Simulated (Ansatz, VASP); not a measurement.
# One calculation of Bi, two programs

```
Bi
1.0
     2.29246    1.32355    4.04675
    -2.29246    1.32355    4.04675
     0.00000   -2.64710    4.04675
Bi
2
Direct
  0.23371 0.23371 0.23371
  0.76629 0.76629 0.76629
```

Alike in both runs: task single point; functional PBE; k mesh 8 × 8 × 8; occupations methfessel-paxton of order 1, width 0.2 eV; no spin polarisation.

```csv
,VASP,Ansatz
version,VASP 6.6.1,Ansatz 0.2.0
potentials or method,"VASP PAW PBE potentials, release 64 (Bi_d), cutoff 520 eV","plane waves (420 eV) with PAW, scalar-relativistic"
valence electrons in the cell,30,30
```

```csv
,VASP,Ansatz,Ansatz less VASP
pressure (GPa),-0.1,0.0,+0.06
```

Spin-orbit coupling is off throughout.
